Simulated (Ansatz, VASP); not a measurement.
# TiIn2 in VASP and in Ansatz

```
CELL_PARAMETERS angstrom
5.05683 0.00000 0.00000
-2.52841 4.37934 0.00000
0.00000 0.00000 2.90701
ATOMIC_POSITIONS crystal
Ti 0.00000 0.00000 0.00000
In 0.33333 0.66667 0.50000
In 0.66667 0.33333 0.50000
```

Change from the starting cell: species swapped into the EuSi2 type (P6/mmm, No. 191).

Alike in both runs: functional PBE; k mesh 6 × 6 × 4; occupations gaussian, width 0.1 eV; no spin polarisation.

Ansatz relaxed the structure, and its values are those at the end. VASP's run is a single point on that final structure, the one shown.

|  | VASP | Ansatz |
| --- | --- | --- |
| version | VASP 6.6.1 | Ansatz 0.2.0 |
| potentials or method | VASP PAW PBE potentials, release 64 (Ti_sv, In_d), cutoff 520 eV | scalar-relativistic, plane waves, PAW |
| valence electrons in the cell | 38 | 38 |

|  | VASP | Ansatz | Ansatz less VASP |
| --- | --- | --- | --- |
| gap on the k mesh at the Fermi level (eV) | none | none | - |
| pressure (GPa) | 0.0 | 0.0 | 0.00 |

A gap of «none» marks a metal or a gap that the smearing closes.

The k mesh is coarse, so the values compare programs but aren't converged.
